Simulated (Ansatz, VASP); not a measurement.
Two plane-wave programs on SnSe2

```
Sn Se
1.0
     3.81100    0.00000    0.00000
    -1.90550    3.30042    0.00000
     0.00000    0.00000    6.13700
Sn Se
1 2
Cartesian
  0.0000 0.0000 0.0000
  -0.3000 2.2003 2.1342
  1.9055 1.1001 4.6027
```

Alike in both runs: task single point; functional PBE; k mesh 12 × 12 × 6; occupations gaussian, width 0.05 eV; no spin polarisation.

```csv
,VASP,Ansatz
version,VASP 6.6.1,Ansatz 0.2.0
potentials or method,"VASP PAW PBE potentials, release 64 (Sn_d, Se), cutoff 520 eV","scalar-relativistic, plane waves, PAW"
valence electrons in the cell,26,46
```

VASP gave:

| Property | Result |
| --- | --- |
| gap on the k mesh at the Fermi level (eV) | none |
| pressure (GPa) | 0.5 |
| traceless stress, the component that is largest in VASP (GPa) | -3.86 |
| rms of the force components (eV/Å) | 0.895 |

Estimate Ansatz's values.

gap on the k mesh at the Fermi level (eV): none; pressure (GPa): 0.5; traceless stress, the component that is largest in VASP (GPa): -3.87; rms of the force components (eV/Å): 0.891.

Atom by atom the forces differ by 0.008 eV/Å (rms over components). A gap of «none» marks a metal or a gap that the smearing closes. VASP's potentials hold 26 valence electrons a cell and Ansatz's 46, so a difference there can come from the potentials and not from the codes.
